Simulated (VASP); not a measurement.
The system is Sc.

```
Sc
1.0
     4.27087    0.00000    0.00000
    -2.13543    3.69868    0.00000
     0.00000    0.00000    4.84544
Sc
3
Direct
  0.22540 0.00000 0.33333
  0.00000 0.22540 0.66667
  0.77460 0.77460 0.00000
```

| Quantity | Value |
| --- | --- |
| Program | VASP 6.6.1 |
| Task | relaxation of cell and atoms |
| Functional | PBEsol |
| Potentials or basis | VASP PAW PBE potentials, release 64 (Sc_sv) |
| Cutoff | 600 eV |
| k mesh | 6 × 6 × 4 |
| Occupations | gaussian, width 0.1 eV |
| Spin | no spin polarisation |

At the start: pressure -1.7 GPa; volume 25.51 Å³/atom.

Question: Where does the relaxation end?

Answer: Over 23 steps the energy falls by 1415.3 meV/atom and the volume is 23.56 Å³/atom (-7.6 %); space group P3_121 (No. 152, to 0.1 Å) before, Fm-3m (No. 225, to 0.1 Å).

The path:
```csv
step,energy change (eV),largest force (eV/Å),pressure (GPa),volume (Å³)
1,0.0000,2.5389,-1.73,76.54
2,-1.0810,2.1809,-0.37,73.43
3,-2.1247,0.0250,8.45,63.40
4,-3.0392,0.2173,-1.91,76.61
5,-2.9099,0.2267,-9.38,95.65
6,-3.1736,0.2560,-6.46,85.47
7,-3.4829,0.2316,-7.96,87.68
8,-3.5240,0.2252,-8.33,88.19
9,-3.9554,0.2312,-5.27,79.31
10,-4.1330,0.2378,-1.15,72.16
11,-4.1425,0.2394,0.51,69.99
12,-4.1427,0.2390,0.23,70.33
13,-4.1498,0.2337,0.17,70.43
14,-4.1641,0.2141,-0.09,70.71
15,-4.1551,0.1670,-0.56,71.21
16,-4.1667,0.2015,-0.25,70.87
17,-4.1738,0.1922,-0.18,70.78
18,-4.1932,0.1688,0.03,70.50
19,-4.2226,0.1096,0.51,69.95
20,-4.2358,0.0253,1.52,68.86
21,-4.2385,0.0162,1.26,69.17
22,-4.2434,0.0252,-0.71,71.61
23,-4.2459,0.0089,-0.01,70.69
```

Final structure:
```
Sc
1.0
     3.21299    0.00000    0.00000
    -1.60650    2.78253    0.00000
     0.00000    0.00000    7.90685
Sc
3
Direct
  0.33055 0.00000 0.33333
  0.00000 0.33055 0.66667
  0.66945 0.66945 0.00000
```

Caveat: a cell axis changed by over 15 % at a fixed basis, so the end point is rough; the PAW data sets were made with another functional, which shifts forces and pressure a little.
